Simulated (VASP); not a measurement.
Wanted: the native input for a VASP 6.6.1 run.

- Task: single point
- Functional: r2SCAN
- Potentials or basis: VASP PAW PBE potentials, release 64 (Al, N)
- Cutoff: 520 eV
- k mesh: 10 × 10 × 10
- Occupations: gaussian, width 0.01 eV
- Spin: no spin polarisation
- Dipole correction: no
- Further INCAR settings: ALGO = Normal; EDIFF = 1e-06; NBANDS = 11

Crystal: AlN.

```xyz
2
Lattice="2.2286 2.2286 0.0000 -2.2286 2.2286 0.0000 0.0000 2.2286 2.1367" Properties=species:S:1:pos:R:3 pbc="T T T"
Al    0.0000    0.0000    0.0000
N    -1.1143    3.3429    1.0683
```

This cell differs from its parent crystal: in-plane strain +0.02, then relaxed in part.

The input as run:

POSCAR

```
AlN
1.0
    2.2285978452      2.2285978452      0.0000000000
   -2.2285978452      2.2285978452      0.0000000000
    0.0000000000      2.2285978452      2.1366662833
Al N
1 1
Direct
    0.0000000000      0.0000000000      0.0000000000
    0.2500000000      0.7500000000      0.5000000000
```

INCAR.step1

```
SYSTEM = AlN
ALGO     = Normal         ! electronic algorithm
EDIFF    = 1E-4           ! SCF threshold, eV
ENCUT    = 520            ! plane-wave cutoff, eV
GGA      = PE             ! functional
ISMEAR   = 0              ! smearing method
LASPH    = .True.         ! aspherical terms in the spheres
LCHARG   = .False.        ! write CHGCAR
LREAL    = .False.        ! projectors in reciprocal space
LWAVE    = .True.         ! write WAVECAR
NBANDS   = 11             ! bands
NELM     = 80             ! most SCF steps
PREC     = Accurate       ! precision mode
SIGMA    = 0.01           ! smearing width, eV
```

INCAR.step2

```
SYSTEM = AlN
ALGO     = Normal         ! electronic algorithm
EDIFF    = 1E-6           ! SCF threshold, eV
ENCUT    = 520            ! plane-wave cutoff, eV
ISIF     = 2              ! what is computed and relaxed
ISMEAR   = 0              ! smearing method
ISTART   = 1            
LASPH    = .True.         ! aspherical terms in the spheres
LCHARG   = .False.        ! write CHGCAR
LMIXTAU  = .True.       
LREAL    = .False.        ! projectors in reciprocal space
LWAVE    = .False.        ! write WAVECAR
METAGGA  = R2SCAN         ! meta-GGA
NBANDS   = 11             ! bands
NELM     = 80             ! most SCF steps
PREC     = Accurate       ! precision mode
SIGMA    = 0.01           ! smearing width, eV
```

KPOINTS

```
k-points
0
Gamma
  10 10 10
  0 0 0
```

Potentials or basis: VASP PAW PBE potentials, release 64 (Al, N).

Launch:

```console
$ cat potpaw_PBE.64/Al/POTCAR potpaw_PBE.64/N/POTCAR > POTCAR
$ cp INCAR.step1 INCAR
$ mpirun -np 1 vasp_std > vasp.out
$ cp INCAR.step2 INCAR
$ mpirun -np 1 vasp_std > vasp.out
```

Results of the run:

* Pressure: -4.1 GPa
* Band gap on the k mesh: 3.70 eV (least direct gap 4.60 eV)

Caveat: the cell differs from its parent crystal (in-plane strain +0.02, then relaxed in part); the cell stands under tension; the PAW data sets were made with another functional, which shifts forces and pressure a little.

It took 86 s on 1 thread of Intel Xeon 8259CL (shared host), peak memory 0.15 GiB.
